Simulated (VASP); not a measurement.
A run of VASP 6.6.1:

INCAR

```
PREC = Accurate ; ENCUT = 520
EDIFF = 1E-6 ; ISMEAR = -1
SIGMA = 0.15 ; LREAL = False
LASPH = True ; NELM = 100
ALGO = Normal ; ISIF = 2
LWAVE = False ; LCHARG = False
NBANDS = 20
```

KPOINTS

```
regular mesh
0
Gamma
  14 14 14
```

File POSCAR:

```
TaRu
1.0
    3.1205143655      0.0000000000      0.0000000000
    0.0000000000      3.1205143655      0.0000000000
    0.0000000000      0.0000000000      3.1205143655
Ta Ru
1 1
Direct
    0.5000000000      0.5000000000      0.5000000000
    0.0000000000      0.0000000000      0.0000000000
```

Potentials or basis: VASP PAW LDA potentials, release 64 (Ta_pv, Ru_pv).

Launch:

```console
$ cat potpaw_LDA.64/Ta_pv/POTCAR potpaw_LDA.64/Ru_pv/POTCAR > POTCAR
$ mpirun -np 1 vasp_std > vasp.out
```

Hardware: 1 thread of AMD EPYC 7R43 64-Core Processor (Zen 3) (shared host).

Problem. How long does it take, and how much memory?

Solution. Run time: 100 s on 1 thread of AMD EPYC 7R43 64-Core Processor (Zen 3) (shared host), peak memory 0.15 GiB. Counts: scf iterations 13, k points 120.
